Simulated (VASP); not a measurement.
Mo:

```
Mo
1.0
    -1.57342    1.57342    1.57342
     1.57342   -1.57342    1.57342
     1.57342    1.57342   -1.57342
Mo
1
Direct
  0.00000 0.00000 0.00000
```

* Program: VASP 6.6.1
* Task: relaxation of cell and atoms
* Functional: LDA
* Potentials or basis: VASP PAW LDA potentials, release 64 (Mo_sv)
* Cutoff: 600 eV
* k mesh: 10 × 10 × 10
* Occupations: fermi-dirac, width 0.1 eV
* Spin: no spin polarisation

At the start: pressure -8.4 GPa; volume 15.58 Å³/atom.

Question: Where does the relaxation end?

Answer: Over 4 steps the energy falls by 12.9 meV/atom and the volume is 15.10 Å³/atom (-3.1 %); space group Im-3m (No. 229, to 0.05 Å).

Step by step:
```tsv
step	energy change (eV)	largest force (eV/Å)	pressure (GPa)	volume (Å³)
1	0.0000	0.0000	-8.43	15.58
2	0.1040	0.0000	31.29	13.81
3	-0.0129	0.0000	-0.31	15.12
4	-0.0129	0.0000	-0.04	15.10
```

Final structure:
```cif
data_structure
_symmetry_space_group_name_H-M 'P 1'
_symmetry_Int_Tables_number 1
_cell_length_a 2.6971
_cell_length_b 2.6971
_cell_length_c 2.6971
_cell_angle_alpha 109.471
_cell_angle_beta 109.471
_cell_angle_gamma 109.471
_cell_volume 15.10
loop_
_atom_site_label
_atom_site_type_symbol
_atom_site_fract_x
_atom_site_fract_y
_atom_site_fract_z
_atom_site_occupancy
Mo1 Mo 0.00000 0.00000 0.00000 1
```
